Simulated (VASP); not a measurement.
# Li2Au (Fd-3m) in VASP: further runs, part 2 of 2

VASP 6.6.1.

### 4 Relaxation of cell and atoms, PBE

INCAR

```
SYSTEM = Li2Au
PREC = Accurate ; ENCUT = 600
EDIFF = 1E-6 ; ISMEAR = 0
SIGMA = 0.1 ; LREAL = .FALSE.
LASPH = .TRUE. ; NELM = 80
ALGO = Fast ; ISIF = 3
LWAVE = .FALSE. ; LCHARG = .FALSE.
GGA = PE ; IBRION = 2
NSW = 100 ; EDIFFG = -0.01
```

KPOINTS

```
Automatic mesh
0
G
  10 10 10
  0 0 0
```

POSCAR

```
Li2Au
1.0
    0.0000000000      3.5040565957      3.5040565957
    3.5040565957      0.0000000000      3.5040565957
    3.5040565957      3.5040565957      0.0000000000
Li Au
4 2
Direct
    0.6250000000      0.6250000000      0.6250000000
    0.1250000000      0.6250000000      0.6250000000
    0.6250000000      0.6250000000      0.1250000000
    0.6250000000      0.1250000000      0.6250000000
    0.0000000000      0.0000000000      0.0000000000
    0.2500000000      0.2500000000      0.2500000000
```

Potentials or basis: VASP PAW PBE potentials, release 64 (Li_sv, Au).

On the command line:

```console
$ cat potpaw_PBE.64/Li_sv/POTCAR potpaw_PBE.64/Au/POTCAR > POTCAR
$ mpirun -np 1 vasp_std > vasp.out
```

OUTCAR:

```text
SYSTEM = Li2Au
   PREC = Accurate
   ENCUT = 600
   EDIFF = 1E-6
   ISMEAR = 0
   LREAL = .FALSE.
   LASPH = .TRUE.
   NELM = 80
   ISIF = 3
   GGA = PE
   IBRION = 2
   NSW = 100
   EDIFFG = -0.01

 ion  position               nearest neighbor table
   1  0.625  0.625  0.625-   2 2.48   3 2.48   4 2.48   3 2.48   4 2.48   2 2.48   6 2.91   5 2.91
                             6 2.91   5 2.91   6 2.91   5 2.91
   2  0.125  0.625  0.625-   1 2.48   3 2.48   4 2.48   1 2.48   3 2.48   4 2.48   5 2.91   6 2.91
                             5 2.91   5 2.91   6 2.91   6 2.91
   3  0.625  0.625  0.125-   1 2.48   1 2.48   2 2.48   4 2.48   4 2.48   2 2.48   6 2.91   5 2.91
                             6 2.91   5 2.91   6 2.91   5 2.91
   4  0.625  0.125  0.625-   1 2.48   3 2.48   1 2.48   2 2.48   3 2.48   2 2.48   5 2.91   6 2.91
                             5 2.91   6 2.91   6 2.91   5 2.91
   5  0.000  0.000  0.000-   1 2.91   3 2.91   4 2.91   1 2.91   2 2.91   3 2.91   1 2.91   2 2.91
                             4 2.91   2 2.91   3 2.91   4 2.91   6 3.03   6 3.03   6 3.03   6 3.03
   6  0.250  0.250  0.250-   2 2.91   3 2.91   4 2.91   1 2.91   2 2.91   4 2.91   1 2.91   2 2.91
                             3 2.91   1 2.91   3 2.91   4 2.91   5 3.03   5 3.03   5 3.03   5 3.03

  LATTYP: Found a face centered cubic cell.
 ALAT       =     7.0081131914

  Lattice vectors:

 A1 = (   0.0000000000,   3.5040565957,   3.5040565957)
 A2 = (   3.5040565957,   0.0000000000,   3.5040565957)
 A3 = (   3.5040565957,   3.5040565957,   0.0000000000)

Analysis of symmetry for initial positions (statically):
=====================================================================
 Subroutine PRICEL returns:
 Original cell was already a primitive cell.

 Routine SETGRP: Setting up the symmetry group for a
 face centered cubic supercell.

 Subroutine GETGRP returns: Found 48 space group operations
 (whereof 24 operations were pure point group operations)
 out of a pool of 48 trial point group operations.

The static configuration has the point symmetry T_d .
 The point group associated with its full space group is O_h .

Analysis of symmetry for dynamics (positions and initial velocities):
=====================================================================
 Subroutine PRICEL returns:
 Original cell was already a primitive cell.

 Routine SETGRP: Setting up the symmetry group for a
 face centered cubic supercell.

 Subroutine GETGRP returns: Found 48 space group operations
 (whereof 24 operations were pure point group operations)
 out of a pool of 48 trial point group operations.

The dynamic configuration has the point symmetry T_d .
 The point group associated with its full space group is O_h .

 Subroutine INISYM returns: Found 48 space group operations
 (whereof 24 operations are pure point group operations),
 and found     1 'primitive' translations

----------------------------------------------------------------------------------------

                                     Primitive cell

  volume of cell :      86.0485

  direct lattice vectors                    reciprocal lattice vectors
     0.000000000  3.504056596  3.504056596    -0.142691759  0.142691759  0.142691759
     3.504056596  0.000000000  3.504056596     0.142691759 -0.142691759  0.142691759
     3.504056596  3.504056596  0.000000000     0.142691759  0.142691759 -0.142691759

  length of vectors
     4.955484361  4.955484361  4.955484361     0.247149377  0.247149377  0.247149377

[... 74 lines left out ...]
   dimension x,y,z NGXF=    80 NGYF=   80 NGZF=   80
   ions per type =               4   2
   NGX,Y,Z   is equivalent  to a cutoff of  13.42, 13.42, 13.42 a.u.
   NGXF,Y,Z  is equivalent  to a cutoff of  26.84, 26.84, 26.84 a.u.
 SYSTEM =  Li2Au
   PREC   = accura    normal or accurate (medium, high low for compatibility)
   ISTART =      0    job   : 0-new  1-cont  2-samecut
   ICHARG =      2    charge: 1-file 2-atom 10-const
   ISPIN  =      1    spin polarized calculation?
   LNONCOLLINEAR =      F non collinear calculations
   LSORBIT =      F    spin-orbit coupling
   LASPH  =      T    aspherical Exc in radial PAW
   ENCUT  =  600.0 eV  44.10 Ry    6.64 a.u.   9.90  9.90  9.90*2*pi/ulx,y,z
   NELM   =     80;   NELMIN=  2; NELMDL= -5     # of ELM steps
   EDIFF  = 0.1E-05   stopping-criterion for ELM
   LREAL  =      F    real-space projection
   EDIFFG = -.1E-01   stopping-criterion for IOM
   NSW    =    100    number of steps for IOM
   IBRION =      2    ionic relax: 0-MD 1-quasi-New 2-CG
   NFREE  =      1    steps in history (QN), initial steepest desc. (CG)
   ISIF   =      3    stress and relaxation
   ISYM   =      2    0-nonsym 1-usesym 2-fastsym
   POTIM  = 0.5000    time-step for ionic-motion
   TEBEG  =    0.0;   TEEND  =   0.0 temperature during run
   PSTRESS=    0.0 pullay stress
   NELECT =      34.0000    total number of electrons
   NUPDOWN=      -1.0000    fix difference up-down
   EMIN   =  10.00;   EMAX   =-10.00  energy-range for DOS
   EFERMI =   0.00;   METHOD = LEGACY
   ISMEAR =     0;   SIGMA  =   0.10  broadening in eV -4-tet -1-fermi 0-gaus
   EFERMI_NEDOS =   21; number of points for ismear=-14 and -15
   IALGO  =     68    algorithm
   IMIX   =      4    mixing-type and parameters
     AMIX     =   0.40;   BMIX     =  1.00
     AMIX_MAG =   1.60;   BMIX_MAG =  1.00
  volume/ion in A,a.u.               =      14.34        96.78
  Fermi-wavevector in a.u.,A,eV,Ry     =   1.201305  2.270138 19.635033  1.443134
  Thomas-Fermi vector in A             =   2.337118
   LORBIT       =      0    0 simple, 1 ext, 2 COOP (PROOUT), +10 PAW based schemes
   GGA     = PE    functional components
   LHFCALC =     F    Hartree Fock is set to
   AEXX    =    0.0000 exact exchange contribution
   IVDW    =     0    specifies the selected vdW correction
   LEPSILON=     F    determine dielectric tensor
   LRPA    =     F    only Hartree local field effects (RPA)
 conjugate gradient relaxation of ions
 non-spin polarized calculation
 RMM-DIIS sequential band-by-band and
 Gauss-broadening in eV      SIGMA  =   0.10
  energy-cutoff  :      600.00
  volume of cell :       86.05
 maximum number of plane-waves:      2884
   NGX = 19   NGY = 19   NGZ = 19

--------------------------------------- Ionic step        1  -------------------------------------------

 number of electron      34.0000000 magnetization

 Free energy of the ion-electron system (eV)
  ---------------------------------------------------
  ext. energy  EPLUGINS =         0.00000000
  ---------------------------------------------------
  free energy    TOTEN  =       -15.66635166 eV

  energy without entropy =      -15.65590469  energy(sigma->0) =      -15.66112818

------------------------ aborting loop because EDIFF is reached ----------------------------------------

  FORCE on cell =-STRESS in cart. coord.  units (eV):
  Direction    XX          YY          ZZ          XY          YZ          ZX
  --------------------------------------------------------------------------------------
  -------------------------------------------------------------------------------------
  Total        0.0685022      0.0685022      0.0685022      0.0000000      0.0000000      0.0000000
  in kB        1.2754753      1.2754753      1.2754753      0.0000000      0.0000000      0.0000000
  external PRESSURE =       1.2754753 kB  Pullay stress =       0.0000000 kB
[... 67 lines left out ...]
--------------------------------------- Ionic step        3  -------------------------------------------

 number of electron      33.9999993 magnetization

 Free energy of the ion-electron system (eV)
  ---------------------------------------------------
  ext. energy  EPLUGINS =         0.00000000
  ---------------------------------------------------
  free energy    TOTEN  =       -15.66662476 eV

  energy without entropy =      -15.65607269  energy(sigma->0) =      -15.66134872

 E-fermi :   4.9705     XC(G=0): -10.0008

 val. band max:        4.9578607182   @ k =   0.4000   0.2000   0.1000
 cond. band min:       5.0539819203   @ k =   0.4000   0.2000   0.0000
 fundamental gap:      0.0961212022
 Fermi energy:         4.9705182002

 k-point     1 :       0.0000    0.0000    0.0000
  band No.  band energies     occupation
      1     -41.4319      2.00000
      2     -41.3228      2.00000
      3     -41.3228      2.00000
      4     -41.3228      2.00000
      5      -1.8852      2.00000
      6       0.1431      2.00000
[... 565 lines left out ...]
     20       6.8516      0.00000
     21      10.9649      0.00000

 [... further k-points ...]

------------------------ aborting loop because EDIFF is reached ----------------------------------------

  FORCE on cell =-STRESS in cart. coord.  units (eV):
  Direction    XX          YY          ZZ          XY          YZ          ZX
  --------------------------------------------------------------------------------------
  -------------------------------------------------------------------------------------
  Total       -0.0502294     -0.0502294     -0.0502294      0.0000000     -0.0000000      0.0000000
  in kB       -0.9290906     -0.9290906     -0.9290906      0.0000000     -0.0000000      0.0000000
  external PRESSURE =      -0.9290906 kB  Pullay stress =       0.0000000 kB
[... 21 lines left out ...]
  FREE ENERGIE OF THE ION-ELECTRON SYSTEM (eV)
  ---------------------------------------------------
  free  energy   TOTEN  =       -15.6666247567 eV

  energy  without entropy=      -15.6560726919  energy(sigma->0) =      -15.66134872

 reached required accuracy - stopping structural energy minimisation
```

Wall time 10 min (1 thread of Oxide Virtual Turin-like, shared host); peak memory 0.26 GiB.

Results:

| Item | Value |
| --- | --- |
| Free energy | -15.6666 eV |
| Relaxed volume | 14.44 Å³/atom |
| Relaxed cell | a = 4.966 Å, b = 4.966 Å, c = 4.966 Å, α = 60.00°, β = 60.00°, γ = 60.00° |
| Space group after relaxing (to 0.1 Å) | Fd-3m (No. 227) |
| Energy gained by relaxing | 0.0 meV/atom |
| Ionic steps | 3 |
| Pressure after relaxing | -0.1 GPa |
| Band gap on the k mesh | zero (bands 17 and 18 overlap by 3.76 eV) |

Step by step:
| step | energy change (eV) | largest force (eV/Å) | pressure (GPa) | volume (Å³) |
| --- | --- | --- | --- | --- |
| 1 | 0.0000 | 0.0000 | 0.13 | 86.05 |
| 2 | -0.0002 | 0.0000 | 0.17 | 86.19 |
| 3 | -0.0003 | 0.0000 | -0.09 | 86.62 |

Final structure:
```
Li Au
1.0
     0.00000    3.51178    3.51178
     3.51178    0.00000    3.51178
     3.51178    3.51178    0.00000
Li Au
4 2
Direct
  0.62500 0.62500 0.62500
  0.12500 0.62500 0.62500
  0.62500 0.62500 0.12500
  0.62500 0.12500 0.62500
  0.00000 0.00000 0.00000
  0.25000 0.25000 0.25000
```

Caveat: the cutoff is under 1.25 times the usual one of these potentials, so pressure, stress and relaxed cells hold a basis-set (Pulay) error; spin-orbit coupling is left out, which moves the levels of the heavy elements.

### 5 Overview

```tsv
task	cell	k mesh	cutoff (eV)	gap on the mesh (eV)
single point	a = 4.955 Å, angles 60.0°, 6 atoms	4 × 4 × 4	520	none
single point	a = 4.969 Å, angles 60.0°, 6 atoms	10 × 10 × 10	520	none
relaxation of cell and atoms	relaxed from a = 4.955 Å, angles 60.0°, 6 atoms	10 × 10 × 10	600	none
```

Alike in all rows: level PBE; potentials or basis VASP PAW PBE potentials, release 64 (Li_sv, Au); no spin polarisation; smearing gaussian 0.1 eV.

Caveats: some runs use coarse meshes; the cutoff is under 1.25 times the usual one of these potentials, so pressure, stress and relaxed cells hold a basis-set (Pulay) error; spin-orbit coupling is left out, which moves the levels of the heavy elements.

Absolute energies hang on the potentials; compare differences alone.

The gap in the log of VASP goes by the Fermi energy; the results here count the filled bands.